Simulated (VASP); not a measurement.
A run of VASP 6.6.1 is set up as follows.

The input INCAR:

```
PREC = Accurate ; ENCUT = 520
EDIFF = 1E-6 ; ISMEAR = -1
SIGMA = 0.08 ; LREAL = False
LASPH = True ; NELM = 150
ALGO = Normal ; ISIF = 2
LWAVE = False ; LCHARG = False
ISPIN = 2 ; MAGMOM = 0 0
LORBIT = 11 ; GGA = PS
NBANDS = 18
```

KPOINTS

```
Automatic mesh
0
Gamma
  18 18 9
```

Contents of POSCAR:

```
Na
1.0
    3.7154685883      0.0000000000      0.0000000000
   -1.8577342942      3.2176901845      0.0000000000
    0.0000000000      0.0000000000      6.0776033939
Na
2
Direct
    0.3333333333      0.6666666667      0.2500000000
    0.6666666667      0.3333333333      0.7500000000
```

Potentials or basis: VASP PAW PBE potentials, release 64 (Na_pv).

Command:

```bash
$ cat potpaw_PBE.64/Na_pv/POTCAR > POTCAR
$ mpirun -np 1 vasp_std > vasp.out
```

(1) Predict the net moment.

(2) What does it give for the pressure?

(3) Estimate the band gap on the k mesh.

Results:

(1) 0.00 μB per cell.

(2) 0.0 GPa.

(3) zero (filled and empty bands overlap).

Caveat: the PAW data sets were made with another functional, which shifts forces and pressure a little.
